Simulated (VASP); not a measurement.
A run of VASP 6.6.1:

INCAR

```
ALGO     = Normal         # electronic algorithm
EDIFF    = 1E-6           # SCF threshold, eV
ENCUT    = 600            # plane-wave cutoff, eV
GGA      = PE             # functional
GGA_COMPAT= F            
ISIF     = 2              # what is computed and relaxed
ISMEAR   = 0              # smearing method
ISPIN    = 2              # spin polarisation
LASPH    = T              # aspherical terms in the spheres
LCHARG   = T              # write CHGCAR
LELF     = T              # ELF
LMAXMIX  = 6              # l up to which the mixer works
LORBIT   = 11             # projections on sites
LREAL    = F              # projectors in reciprocal space
LVHAR    = T            
LWAVE    = F              # write WAVECAR
MAGMOM   = 7 0            # initial moments
NBANDS   = 22             # bands
NELM     = 200            # most SCF steps
PREC     = Accurate       # precision mode
SIGMA    = 0.1            # smearing width, eV
```

The input KPOINTS:

```
k-points
0
Gamma
  7 7 7
```

The input POSCAR:

```
EuS
1.0
    0.0000000000      2.9785000000      2.9785000000
    2.9785000000      0.0000000000      2.9785000000
    2.9785000000      2.9785000000      0.0000000000
Eu S
1 1
Direct
    0.0000000000      0.0000000000      0.0000000000
    0.5000000000      0.5000000000      0.5000000000
```

Potentials or basis: VASP PAW PBE potentials, release 64 (Eu, S).

Run with:

```console
$ cat potpaw_PBE.64/Eu/POTCAR potpaw_PBE.64/S/POTCAR > POTCAR
$ mpirun -np 1 vasp_std > vasp.out
```

Hardware: 1 thread of Intel(R) Xeon(R) Platinum 8375C CPU @ 2.90GHz (Ice Lake) (shared host).

Question: How long does it take, and how much memory?

Answer: Run time: 74 s on 1 thread of Intel(R) Xeon(R) Platinum 8375C CPU @ 2.90GHz (Ice Lake), with other jobs on the host, peak memory 0.27 GiB. Counts: scf iterations 18, k points 20.
